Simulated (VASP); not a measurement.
Input of a VASP 6.6.1 run:

The input POSCAR:

```
Al3GaN4
1.0
    4.2822636633      0.0000000000      0.0000000000
    0.0000000000      4.2822636633      0.0000000000
    0.0000000000      0.0000000000      4.2822636633
Al Ga N
3 1 4
Direct
    0.5000000000      0.5000000000      0.0000000000
    0.5000000000      0.0000000000      0.5000000000
    0.0000000000      0.5000000000      0.5000000000
    0.0000000000      0.0000000000      0.0000000000
    0.7443357255      0.7443357255      0.2556642745
    0.7443357255      0.2556642745      0.7443357255
    0.2556642745      0.7443357255      0.7443357255
    0.2556642745      0.2556642745      0.2556642745
```

The input INCAR.step1:

```
  PREC = Accurate
  ENCUT = 520
  ISMEAR = 0
  SIGMA = 0.02
  LREAL = False
  LASPH = True
  NELM = 100
  NBANDS = 31
  GGA = PE
  ALGO = Normal
  EDIFF = 1E-4
  LWAVE = True
  LCHARG = False
```

File INCAR.step2:

```
  PREC = Accurate
  ENCUT = 520
  EDIFF = 1E-7
  ISMEAR = 0
  SIGMA = 0.02
  LREAL = False
  LASPH = True
  NELM = 100
  ALGO = Normal
  ISIF = 2
  LWAVE = False
  LCHARG = True
  METAGGA = R2SCAN
  LMIXTAU = True
  LELF = True
  LVHAR = True
  NBANDS = 31
  ISTART = 1
```

KPOINTS

```
regular mesh
0
Gamma
  6 6 6
```

Potentials or basis: VASP PAW PBE potentials, release 64 (Al, Ga_d, N).

Command:

```sh
$ cat potpaw_PBE.64/Al/POTCAR potpaw_PBE.64/Ga_d/POTCAR potpaw_PBE.64/N/POTCAR > POTCAR
$ cp INCAR.step1 INCAR
$ mpirun -np 1 vasp_std > vasp.out
$ cp INCAR.step2 INCAR
$ mpirun -np 1 vasp_std > vasp.out
```

Q: Predict the band gap on the k mesh.

A: 4.08 eV, indirect (the least direct gap lies 3.8 meV higher).

Q: Predict the pressure.

A: 20.1 GPa.

Q: Estimate the largest force.

A: 0.083 eV/Å.

Forces in eV/Å, atoms in the order of the input:
```
Al   0.000  0.000  0.000
Al   0.000  0.000  0.000
Al   0.000  0.000  0.000
Ga   0.000  0.000  0.000
N   -0.048 -0.048  0.048
N   -0.048  0.048 -0.048
N    0.048 -0.048 -0.048
N    0.048  0.048  0.048
```

Caveat: the PAW data sets were made with another functional, which shifts forces and pressure a little. r2SCAN opens gaps a little over a GGA but as a rule still falls short of measured ones.
